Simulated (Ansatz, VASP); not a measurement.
## One calculation of C, two programs

```
C
1.0
    -0.01313    1.78147    1.78147
     1.78147   -0.01313    1.78147
     1.78147    1.78147   -0.01313
C
2
Direct
  0.99991 0.99991 0.99991
  0.25009 0.25009 0.25009
```

Change from the starting cell: strained cell.

Alike in both runs: functional PBEsol; k mesh 9 × 9 × 9; occupations gaussian, width 0.02 eV; no spin polarisation.

Ansatz relaxed the structure, and its values are those at the end. VASP's run is a single point on that final structure, the one shown.

|  | VASP | Ansatz |
| --- | --- | --- |
| version | VASP 6.6.1 | Ansatz 0.2.0 |
| potentials or method | VASP PAW PBE potentials, release 64 (C), cutoff 600 eV | scalar-relativistic, plane waves, PAW |
| valence electrons in the cell | 8 | 8 |

|  | VASP | Ansatz | Ansatz less VASP |
| --- | --- | --- | --- |
| gap on the k mesh at the Fermi level (eV) | 4.00 | 4.00 | +0.005 |
| least direct gap on the mesh (eV) | 5.40 | 5.40 | 0.000 |
| pressure (GPa) | -7.7 | -8.1 | -0.43 |
| rms of the force components (eV/Å) | 0.004 | 0.001 | -0.0024 |

VASP's potentials were made for PBE, not for PBEsol, and Ansatz warns of the same on its side. Ansatz's warnings: stress scf threshold loose.
